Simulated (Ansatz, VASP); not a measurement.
K: VASP beside Ansatz

File INCAR:

```
PREC = Accurate
ENCUT = 520
EDIFF = 1E-7
ISMEAR = 1
SIGMA = 0.1
LREAL = False
LASPH = True
NELM = 100
ALGO = Normal
ISIF = 2
LWAVE = False
LCHARG = False
GGA = PE
NBANDS = 10
```

Contents of KPOINTS:

```
regular mesh
0
Gamma
  9 9 9
```

The input POSCAR:

```
K
1.0
   -2.6417142217      2.6417142217      2.6417142217
    2.6417142217     -2.6417142217      2.6417142217
    2.6417142217      2.6417142217     -2.6417142217
K
1
Direct
    0.0000000000      0.0000000000      0.0000000000
```

Input for Ansatz:

```yaml
crystal:
  lattice:
    - [-2.6417142217, 2.6417142217, 2.6417142217]
    - [2.6417142217, -2.6417142217, 2.6417142217]
    - [2.6417142217, 2.6417142217, -2.6417142217]
  atoms:
    - { symbol: K, position: [0.0, 0.0, 0.0] }
hamiltonian:
  xc: pbe
  pseudopotentials:
    kind: paw
    azcp:
      K: "pseudopotentials/K.paw.azcp"
basis:
  ecutwfc: 420
  fft_grid_basis: typed
kpoints:
  mp_grid: { grid: [9, 9, 9], shift: [0, 0, 0] }
magnetization:
  spin_polarized: false
scf:
  occupations: { method: methfessel_paxton, width: 0.1 }
  lower_state_search: "off"
output:
  stress: true
  write_density: true
  write_potential: true
  elf: true
  volumetric_format: npy
```

Alike in both runs: task single point; functional PBE; k mesh 9 × 9 × 9; occupations methfessel-paxton of order 1, width 0.1 eV; no spin polarisation.

|  | VASP | Ansatz |
| --- | --- | --- |
| version | VASP 6.6.1 | Ansatz 0.2.0 |
| potentials or method | VASP PAW PBE potentials, release 64 (K_sv), cutoff 520 eV | plane waves (420 eV) with PAW, scalar-relativistic |
| valence electrons in the cell | 9 | 9 |

```tsv
	VASP	Ansatz	Ansatz less VASP
pressure (GPa)	0.0	0.0	+0.01
```

The functional is the same, so the differences come from potentials, cutoffs and numerics.
